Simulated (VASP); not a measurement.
# Cs4Sb2F9 (a cell with a defect) in VASP: notebook

The runs below take Cs4Sb2F9 (a cell with a defect) through single point, with PBEsol.

Program: VASP 6.6.1. These are calculated values, not measurements. Logs are shortened: lines on timing, memory, paths and dates and some standing lists are left out, and cuts for length are marked.

**1. The cell of the first run**

The cell holds a defect, 15 atoms: a = 7.926 Å, b = 7.926 Å, c = 7.241 Å, α = 90.00°, β = 90.00°, γ = 129.91°.

**2. Single point, PBEsol**

The input, INCAR:

```
SYSTEM = Cs4Sb2F9
PREC = Accurate
ENCUT = 520
EDIFF = 1E-7
ISMEAR = -1
SIGMA = 0.05
LREAL = Auto
LASPH = .True.
NELM = 60
ALGO = Normal
ISIF = 2
LWAVE = .False.
LCHARG = .False.
GGA = PS
NBANDS = 68
```

The input, KPOINTS:

```
Automatic mesh
0
Gamma
  2 2 2
  0 0 0
```

The input, POSCAR:

```
Cs4Sb2F9
1.0
    3.3554360000     -7.1805220000      0.0000000000
    3.3554360000      7.1805220000      0.0000000000
    0.0000000000      0.0000000000      7.2413070000
Cs Sb F
4 2 9
Direct
    0.2512010297      0.7480729842      0.2461434103
    0.7532586109      0.2548965141      0.7463984057
    0.5248956291      0.4186777247      0.2416552702
    0.4396867882      0.5571434300      0.7352678184
    0.9186144596      0.0839676192      0.2616930894
    0.1166896249      0.9204334196      0.7440921922
    0.1283672354      0.3442986119      0.0410146953
    0.9620865249      0.6867304992      0.9455061082
    0.8579085619      0.6676159899      0.5825467695
    0.6822317450      0.9378259762      0.4571274219
    0.1474519125      0.3262272160      0.4724423367
    0.2650117606      0.0632019201      0.4784633492
    0.3904491029      0.1251619831      0.9211182456
    0.7831018751      0.2211789397      0.1965943441
    0.2378867338      0.7901167805      0.7008403317
```

Potentials or basis: VASP PAW PBE potentials, release 64 (Cs_sv, Sb, F).

The run is started by

```sh
$ cat potpaw_PBE.64/Cs_sv/POTCAR potpaw_PBE.64/Sb/POTCAR potpaw_PBE.64/F/POTCAR > POTCAR
$ mpirun -np 1 vasp_std > vasp.out
```

OUTCAR:

```text
SYSTEM = Cs4Sb2F9
   PREC = Accurate
   ENCUT = 520
   EDIFF = 1E-7
   ISMEAR = -1
   LREAL = Auto
   LASPH = .True.
   NELM = 60
   ISIF = 2
   GGA = PS

 ion  position               nearest neighbor table
   1  0.251  0.748  0.246-
   2  0.753  0.255  0.746-
   3  0.525  0.419  0.242-
   4  0.440  0.557  0.735-
   5  0.919  0.084  0.262-  14 2.01  10 2.02  11 2.20   7 2.27
   6  0.117  0.920  0.744-  15 1.83   8 2.04   9 2.08  13 2.11  12 2.16
   7  0.128  0.344  0.041-   5 2.27
   8  0.962  0.687  0.946-   6 2.04
   9  0.858  0.668  0.583-   6 2.08
  10  0.682  0.938  0.457-   5 2.02
  11  0.147  0.326  0.472-   5 2.20
  12  0.265  0.063  0.478-   6 2.16
  13  0.390  0.125  0.921-   6 2.11
  14  0.783  0.221  0.197-   5 2.01
  15  0.238  0.790  0.701-   6 1.83

  LATTYP: Found a base centered orthorhombic cell.
 ALAT       =     6.7108720000
 B/A-ratio  =     2.1399669074
 C/A-ratio  =     1.0790411440

  Lattice vectors:

 A1 = (   3.3554360000,  -7.1805220000,   0.0000000000)
 A2 = (   3.3554360000,   7.1805220000,   0.0000000000)
 A3 = (   0.0000000000,   0.0000000000,   7.2413070000)

Analysis of symmetry for initial positions (statically):
=====================================================================
 Subroutine PRICEL returns:
 Original cell was already a primitive cell.

 Routine SETGRP: Setting up the symmetry group for a
 base centered orthorhombic supercell.

 Subroutine GETGRP returns: Found  1 space group operations
 (whereof  1 operations were pure point group operations)
 out of a pool of  8 trial point group operations.

The static configuration has the point symmetry C_1 .

Analysis of symmetry for dynamics (positions and initial velocities):
=====================================================================
 Subroutine PRICEL returns:
 Original cell was already a primitive cell.

 Routine SETGRP: Setting up the symmetry group for a
 base centered orthorhombic supercell.

 Subroutine GETGRP returns: Found  1 space group operations
 (whereof  1 operations were pure point group operations)
 out of a pool of  8 trial point group operations.

The dynamic configuration has the point symmetry C_1 .

 Subroutine INISYM returns: Found  1 space group operations
 (whereof  1 operations are pure point group operations),
 and found     1 'primitive' translations

----------------------------------------------------------------------------------------

                                     Primitive cell

  volume of cell :     348.9409

  direct lattice vectors                    reciprocal lattice vectors
     3.355436000 -7.180522000  0.000000000     0.149011932 -0.069632821  0.000000000
     3.355436000  7.180522000  0.000000000     0.149011932  0.069632821  0.000000000
     0.000000000  0.000000000  7.241307000     0.000000000  0.000000000  0.138096617

  length of vectors
     7.925834148  7.925834148  7.241307000     0.164478830  0.164478830  0.138096617

  position of ions in fractional coordinates (direct lattice)
     0.251201030  0.748072984  0.246143410
     0.753258611  0.254896514  0.746398406
     0.524895629  0.418677725  0.241655270
     0.439686788  0.557143430  0.735267818
     0.918614460  0.083967619  0.261693089
     0.116689625  0.920433420  0.744092192
     0.128367235  0.344298612  0.041014695
     0.962086525  0.686730499  0.945506108
     0.857908562  0.667615990  0.582546769
     0.682231745  0.937825976  0.457127422
     0.147451913  0.326227216  0.472442337
     0.265011761  0.063201920  0.478463349
     0.390449103  0.125161983  0.921118246
     0.783101875  0.221178940  0.196594344
     0.237886734  0.790116780  0.700840332

  ion indices of the primitive-cell ions
   primitive index   ion index
                 1           1
                 2           2
                 3           3
                 4           4
                 5           5
                 6           6
                 7           7
                 8           8
                 9           9
                10          10
[... 62 lines left out ...]
      1     -23.1627      2.00000
      2     -21.9854      2.00000
      3     -21.5288      2.00000
      4     -21.4753      2.00000
      5     -21.3778      2.00000
      6     -21.1846      2.00000
[... 58 lines left out ...]
     65       7.2804      0.00000
     66       7.5364      0.00000

 k-point     5 :       0.0000    0.0000    0.5000
  band No.  band energies     occupation
      1     -23.1624      2.00000
      2     -21.9837      2.00000
      3     -21.5338      2.00000
      4     -21.4696      2.00000
      5     -21.3798      2.00000
      6     -21.1858      2.00000
[... 58 lines left out ...]
     65       7.4344      0.00000
     66       7.5998      0.00000

 k-point     6 :       0.5000    0.0000    0.5000
  band No.  band energies     occupation
      1     -23.1595      2.00000
      2     -21.9772      2.00000
      3     -21.5303      2.00000
      4     -21.4545      2.00000
      5     -21.4031      2.00000
      6     -21.1749      2.00000
[... 58 lines left out ...]
     65       7.2962      0.00000
     66       7.3686      0.00000

 k-point     7 :       0.0000    0.5000    0.5000
  band No.  band energies     occupation
      1     -23.1597      2.00000
      2     -21.9773      2.00000
      3     -21.5300      2.00000
      4     -21.4538      2.00000
      5     -21.4052      2.00000
      6     -21.1737      2.00000
[... 58 lines left out ...]
     65       7.2372      0.00000
     66       7.4391      0.00000

 k-point     8 :       0.5000    0.5000    0.5000
  band No.  band energies     occupation
      1     -23.1616      2.00000
      2     -21.9827      2.00000
      3     -21.5305      2.00000
      4     -21.4747      2.00000
      5     -21.3796      2.00000
      6     -21.1861      2.00000
[... 58 lines left out ...]
     65       7.4158      0.00000
     66       7.5163      0.00000
 [bands above 66 left out]

------------------------ aborting loop because EDIFF is reached ----------------------------------------

  FORCE on cell =-STRESS in cart. coord.  units (eV):
  Direction    XX          YY          ZZ          XY          YZ          ZX
  --------------------------------------------------------------------------------------
  -------------------------------------------------------------------------------------
  Total        2.1626555      7.6502506      0.9425444     -0.6665488      2.7217116     -0.0488990
  in kB        9.9299254     35.1264540      4.3277332     -3.0604873     12.4968557     -0.2245217
  external PRESSURE =      16.4613709 kB  Pullay stress =       0.0000000 kB

 VOLUME and BASIS-vectors are now :
 -----------------------------------------------------------------------------
  energy-cutoff  :      520.00
  volume of cell :      348.94
      direct lattice vectors                 reciprocal lattice vectors
     3.355436000 -7.180522000  0.000000000     0.149011932 -0.069632821  0.000000000
     3.355436000  7.180522000  0.000000000     0.149011932  0.069632821  0.000000000
     0.000000000  0.000000000  7.241307000     0.000000000  0.000000000  0.138096617

 POSITION                                       TOTAL-FORCE (eV/Angst)
 -----------------------------------------------------------------------------------
      3.35300      3.56780      1.78240        -0.070212      0.000332     -0.020302
      3.38280     -3.57850      5.40490         0.495729     -0.520770     -0.064290
      3.16610     -0.76270      1.74990         0.241367     -0.202972     -0.148558
      3.34480      0.84340      5.32430         0.251114      0.035080      0.379189
      3.36410     -5.99320      1.89500         0.065883     -0.068263     -1.754686
      3.48000      5.77130      5.38820        -0.263288      4.305412      0.152748
      1.58600      1.55050      0.29700         0.010289     -0.413755      0.284725
      5.53250     -1.97720      6.84670        -0.362014     -0.071258      0.471592
      5.11880     -1.36640      4.21840        -0.441977     -0.166317     -0.280641
      5.43600      1.83530      3.31020        -0.332938      0.146316      0.540513
      1.58940      1.28370      3.42110         0.060400      0.816177     -0.077899
      1.10130     -1.44910      3.46470         0.169861     -0.457407      0.191937
      1.73010     -1.90490      6.67010         0.105303     -0.015115      0.408616
      3.36980     -4.03490      1.42360        -0.026734      0.119858      0.573147
      3.44940      3.96530      5.07500         0.097216     -3.507317     -0.656090
 -----------------------------------------------------------------------------------
    total drift:                                0.007277     -0.003476      0.005488

  FREE ENERGIE OF THE ION-ELECTRON SYSTEM (eV)
  ---------------------------------------------------
  free  energy   TOTEN  =       -66.6223671040 eV

  energy  without entropy=      -66.5866283495  energy(sigma->0) =      -66.60449773
```

It took 9.2 min on 1 thread of Intel Xeon 8259CL, shared host; peak memory 0.51 GiB.

What came out:

```yaml
Free_energy: -66.6224 eV
Pressure: 1.6 GPa
Largest_force: 4.316 eV/Å
Band_gap_on_the_k_mesh: zero (an odd number of electrons rules out a gap without spin polarisation)
```

Forces on the atoms (eV/Å):
```
Cs  -0.070  0.000 -0.020
Cs   0.496 -0.521 -0.064
Cs   0.241 -0.203 -0.149
Cs   0.251  0.035  0.379
Sb   0.066 -0.068 -1.755
Sb  -0.263  4.305  0.153
F    0.010 -0.414  0.285
F   -0.362 -0.071  0.472
F   -0.442 -0.166 -0.281
F   -0.333  0.146  0.541
F    0.060  0.816 -0.078
F    0.170 -0.457  0.192
F    0.105 -0.015  0.409
F   -0.027  0.120  0.573
F    0.097 -3.507 -0.656
```

Stress tensor (GPa, compression positive):
```
 0.99 -0.31 -0.02
-0.31  3.51  1.25
-0.02  1.25  0.43
```

Caveat: the k points lie up to 0.52 Å⁻¹ apart, too coarse for converged energies and pressures of a metal; the PAW data sets were made with another functional, which shifts forces and pressure a little; spin-orbit coupling is left out, which moves the levels of the heavy elements; an odd number of electrons without spin polarisation forces a metal; a magnetic or distorted state may lie lower.

**3. Single point, PBEsol**

This run uses another cell than the first one, of 24.75 Å³/atom.

The input, INCAR:

```
SYSTEM = Cs4Sb2F9
PREC     = Accurate       ! precision mode
ENCUT    = 520            ! plane-wave cutoff, eV
EDIFF    = 1E-7           ! SCF threshold, eV
ISMEAR   = -1             ! smearing method
SIGMA    = 0.05           ! smearing width, eV
LREAL    = Auto         
LASPH    = .True.         ! aspherical terms in the spheres
NELM     = 80             ! most SCF steps
ALGO     = Normal         ! electronic algorithm
ISIF     = 2              ! what is computed and relaxed
LWAVE    = .False.        ! write WAVECAR
LCHARG   = .True.         ! write CHGCAR
GGA      = PS             ! functional
LELF     = .True.         ! ELF
LVHAR    = .True.       
NBANDS   = 68             ! bands
```

The input, KPOINTS:

```
regular mesh
0
Gamma
  2 2 2
  0 0 0
```

The input, POSCAR:

```
Cs4Sb2F9
1.0
    3.4253550000     -7.3301470000      0.0000000000
    3.4253550000      7.3301470000      0.0000000000
    0.0000000000      0.0000000000      7.3921980000
Cs Sb F
4 2 9
Direct
    0.3112237540      0.7736564992      0.2575688584
    0.7578432652      0.2619050528      0.7162416375
    0.5217629594      0.3976453939      0.2400098049
    0.4204340941      0.5606904901      0.7537406330
    0.9375252298      0.0961778462      0.2388193606
    0.1082791857      0.8970764636      0.7411733290
    0.1411791941      0.3336037116      0.0267714691
    0.9688669524      0.6427616233      0.9302510566
    0.8427494296      0.6265873253      0.6030547342
    0.7371416649      1.0061812899      0.4634751396
    0.1189034698      0.3440558439      0.4900707476
    0.2663728449      0.0333625110      0.4856606925
    0.3074140421      0.0986460597      0.9774088843
    0.7902992757      0.2236394256      0.1803523120
    0.2809848470      0.8151351172      0.6813129194
```

Potentials or basis: VASP PAW PBE potentials, release 64 (Cs_sv, Sb, F).

The run is started by

```sh
$ cat potpaw_PBE.64/Cs_sv/POTCAR potpaw_PBE.64/Sb/POTCAR potpaw_PBE.64/F/POTCAR > POTCAR
$ mpirun -np 1 vasp_std > vasp.out
```

It took 9.4 min on 1 thread of Intel Xeon 8259CL, shared host; peak memory 0.52 GiB.

It converged, with:

```yaml
Free_energy: -66.1830 eV
Pressure: -0.7 GPa
Largest_force: 1.397 eV/Å
Band_gap_on_the_k_mesh: zero (an odd number of electrons rules out a gap without spin polarisation)
```

Forces on the atoms (eV/Å):
```
Cs  -0.259  0.165 -0.075
Cs  -0.123 -0.333  0.404
Cs   0.301 -0.199  0.178
Cs   0.207 -0.106 -0.215
Sb   0.281  1.338  0.288
Sb  -0.865  0.769  0.493
F   -0.270  0.003  0.569
F    0.692  0.334 -0.136
F    0.272  0.327 -0.451
F   -0.819 -0.596 -0.554
F    0.436 -0.004 -0.633
F    0.292  0.553 -0.187
F   -0.077 -0.584 -0.527
F    0.036 -0.648  0.183
F   -0.105 -1.020  0.661
```

Stress tensor (GPa, compression positive):
```
-0.52  0.49  0.24
 0.49  0.21 -0.29
 0.24 -0.29 -1.70
```

Levels at points of the mesh, in eV from the Fermi level:
```
           k point  band 51  band 52  band 53  band 54  band 55  band 56  band 57  band 58
(0.00, 0.00, 0.00)    -4.23    -4.05    -3.95    -2.98     0.09     1.45     1.77     2.24
(0.50, 0.00, 0.00)    -4.22    -3.98    -3.90    -2.93    -0.13     1.64     1.70     2.03
(0.00, 0.50, 0.00)    -4.23    -3.98    -3.91    -2.90    -0.08     1.47     1.89     2.14
(0.50, 0.50, 0.00)    -4.24    -4.01    -3.90    -2.95     0.05     1.31     1.84     2.03
(0.00, 0.00, 0.50)    -4.23    -4.03    -3.88    -2.94    -0.01     1.46     1.68     2.31
(0.50, 0.00, 0.50)    -4.22    -4.04    -3.89    -2.96     0.04     1.56     1.73     2.36
(0.00, 0.50, 0.50)    -4.23    -4.01    -3.89    -2.95     0.06     1.55     1.86     2.21
(0.50, 0.50, 0.50)    -4.24    -4.05    -3.89    -2.92    -0.06     1.37     1.56     2.27
```

Caveat: the k points lie up to 0.51 Å⁻¹ apart, too coarse for converged energies and pressures of a metal; the PAW data sets were made with another functional, which shifts forces and pressure a little; spin-orbit coupling is left out, which moves the levels of the heavy elements; an odd number of electrons without spin polarisation forces a metal; a magnetic or distorted state may lie lower.

**4. Single point, PBEsol**

This run uses another cell than the first one, of 27.96 Å³/atom.

The input, INCAR:

```
PREC = Accurate
ENCUT = 520
EDIFF = 1E-6
ISMEAR = -1
SIGMA = 0.05
LREAL = Auto
LASPH = True
NELM = 100
ALGO = Normal
ISIF = 2
LWAVE = False
LCHARG = False
GGA = PS
NBANDS = 68
```

The input, KPOINTS:

```
Automatic mesh
0
Gamma
  2 2 2
```

The input, POSCAR:

```
Cs4Sb2F9
1.0
    3.5674850000     -7.6343010000      0.0000000000
    3.5674850000      7.6343010000      0.0000000000
    0.0000000000      0.0000000000      7.6989270000
Cs Sb F
4 2 9
Direct
    0.3708738382      0.7837210655      0.2630236655
    0.7647471897      0.2406389577      0.7169440625
    0.5138522523      0.3627316717      0.2621664032
    0.4016783694      0.5465246363      0.7656001934
    0.9708444055      0.1341076826      0.2236935095
    0.0711980871      0.8590370785      0.7412331615
    0.1375954073      0.3456301704      0.0242111660
    0.9396396654      0.6166107463      0.9008398183
    0.9137888798      0.6540663459      0.5286191180
    0.7135372827      0.9393077888      0.4227861883
    0.1906458636      0.4097490925      0.3904050525
    0.2301141101      0.0713307453      0.5045118625
    0.3156674454      0.0043619310      0.9357537745
    0.7500474043      0.1627244784      0.1685429671
    0.2517426057      0.7777501603      0.7194509053
```

The run is started by

```sh
$ cat potpaw_PBE.64/Cs_sv/POTCAR potpaw_PBE.64/Sb/POTCAR potpaw_PBE.64/F/POTCAR > POTCAR
$ mpirun -np 1 vasp_std > vasp.out
```

Wall time 11 min (1 thread of Intel Xeon 8259CL, shared host); peak memory 0.59 GiB.

It converged, with:

```
Free energy            : -65.2679 eV
Pressure               : -1.3 GPa
Largest force          : 1.871 eV/Å
Band gap on the k mesh : zero (an odd number of electrons rules out a gap without spin polarisation)
```

Forces in eV/Å, atoms in the order of the input:
```
Cs  -0.517  1.058 -0.440
Cs  -0.120  0.008  0.086
Cs   0.254 -0.282 -0.065
Cs   0.259  0.031 -0.643
Sb  -1.772  0.518  0.305
Sb   0.852 -1.277 -0.297
F   -0.008  0.115  0.205
F   -0.824  0.283  0.198
F   -0.207  0.008  0.728
F    0.859 -0.517  0.171
F   -0.144 -0.071  0.328
F    0.158 -0.393  0.590
F    0.404  1.089  0.097
F    0.943 -0.537  0.008
F   -0.136 -0.033 -1.270
```

Stress tensor (GPa, compression positive):
```
-0.20  1.00 -0.47
 1.00 -1.51  0.39
-0.47  0.39 -2.20
```

Levels at points of the mesh, in eV from the Fermi level:
| k point | band 50 | band 51 | band 52 | band 53 | band 54 | band 55 | band 56 | band 57 | band 58 | band 59 |
| --- | --- | --- | --- | --- | --- | --- | --- | --- | --- | --- |
| (0.00, 0.00, 0.00) | -4.77 | -4.61 | -4.41 | -4.20 | -3.45 | 0.05 | 0.67 | 1.28 | 1.41 | 1.66 |
| (0.50, 0.00, 0.00) | -4.76 | -4.62 | -4.32 | -4.20 | -3.43 | -0.14 | 0.64 | 1.20 | 1.45 | 2.12 |
| (0.00, 0.50, 0.00) | -4.78 | -4.61 | -4.33 | -4.19 | -3.43 | -0.04 | 0.84 | 1.00 | 1.38 | 1.89 |
| (0.50, 0.50, 0.00) | -4.78 | -4.63 | -4.36 | -4.19 | -3.46 | 0.02 | 0.54 | 1.25 | 1.57 | 1.83 |
| (0.00, 0.00, 0.50) | -4.75 | -4.64 | -4.33 | -4.18 | -3.46 | -0.03 | 0.81 | 1.22 | 1.44 | 1.72 |
| (0.50, 0.00, 0.50) | -4.76 | -4.63 | -4.32 | -4.18 | -3.46 | 0.08 | 0.80 | 1.04 | 1.54 | 2.00 |
| (0.00, 0.50, 0.50) | -4.74 | -4.65 | -4.31 | -4.19 | -3.45 | 0.09 | 0.88 | 1.12 | 1.48 | 1.89 |
| (0.50, 0.50, 0.50) | -4.76 | -4.65 | -4.32 | -4.21 | -3.45 | -0.05 | 0.69 | 1.11 | 1.40 | 1.88 |

Caveat: the k points lie up to 0.49 Å⁻¹ apart, too coarse for converged energies and pressures of a metal; the PAW data sets were made with another functional, which shifts forces and pressure a little; spin-orbit coupling is left out, which moves the levels of the heavy elements; an odd number of electrons without spin polarisation forces a metal; a magnetic or distorted state may lie lower.

**5. Overview**

```csv
cell,gap on the mesh (eV),pressure (GPa),largest force (eV/Å)
"a = 7.926, b = 7.926, c = 7.241 Å, angles 90.0, 90.0, 129.9°, 15 atoms, atomic positions A",none,1.6,4.32
"a = 8.091, b = 8.091, c = 7.392 Å, angles 90.0, 90.0, 129.9°, 15 atoms, atomic positions B",none,-0.7,1.40
"a = 8.427, b = 8.427, c = 7.699 Å, angles 90.0, 90.0, 129.9°, 15 atoms, atomic positions C",none,-1.3,1.87
```

Alike in all rows: task single point; level PBEsol; potentials or basis VASP PAW PBE potentials, release 64 (Cs_sv, Sb, F); no spin polarisation; k mesh 2 × 2 × 2; cutoff (eV) 520; smearing fermi-dirac 0.05 eV.

Caveats: all runs use coarse meshes; the PAW data sets were made with another functional, which shifts forces and pressure a little; spin-orbit coupling is left out, which moves the levels of the heavy elements; an odd number of electrons without spin polarisation forces a metal; a magnetic or distorted state may lie lower.

Absolute energies hang on the potentials; compare differences alone.
